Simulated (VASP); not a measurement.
Here is a VASP 6.6.1 calculation.

Contents of INCAR:

```
SYSTEM = BN
PREC     = Accurate       ! precision mode
ENCUT    = 600            ! plane-wave cutoff, eV
EDIFF    = 1E-6           ! SCF threshold, eV
ISMEAR   = 0              ! smearing method
SIGMA    = 0.05           ! smearing width, eV
LREAL    = .False.        ! projectors in reciprocal space
LASPH    = .True.         ! aspherical terms in the spheres
NELM     = 120            ! most SCF steps
ALGO     = Normal         ! electronic algorithm
ISIF     = 2              ! what is computed and relaxed
LWAVE    = .False.        ! write WAVECAR
LCHARG   = .False.        ! write CHGCAR
GGA      = CA             ! functional
NBANDS   = 11             ! bands
GGA_COMPAT= .False.
```

KPOINTS

```
Automatic mesh
0
Gamma
  12 12 12
  0 0 0
```

File POSCAR:

```
BN
1.0
    0.0000000000      3.4953158300      2.1660912400
    1.2516321000      0.0000000000      2.1660912400
    1.2516321000      3.4953158300      0.0000000000
B N
1 1
Direct
   -0.0230344035     -0.0230344035      1.0230344035
    0.6666513400      0.6666513400      0.3333486600
```

Potentials or basis: VASP PAW LDA potentials, release 64 (B, N).

The run is started by

```bash
$ cat potpaw_LDA.64/B/POTCAR potpaw_LDA.64/N/POTCAR > POTCAR
$ mpirun -np 1 vasp_std > vasp.out
```

Task: Estimate the largest force.

Result: 4.816 eV/Å.

Task: Estimate the band gap on the k mesh.

Result: 3.00 eV, indirect (least direct gap 4.11 eV).

Task: What does it give for the pressure?

Result: 0.1 GPa.

Stress tensor (GPa, compression positive):
```
-11.79   0.00   0.00
  0.00  -1.25   0.00
  0.00   0.00  13.37
```

Caveat: the cell differs from its parent crystal (all B atoms moved -0.100 Å, as atom 1 along Cartesian [0 0 1]); forces of over 1 eV/Å act on the atoms, so gaps and moduli don't describe the material at rest. A k mesh can miss the band edges.
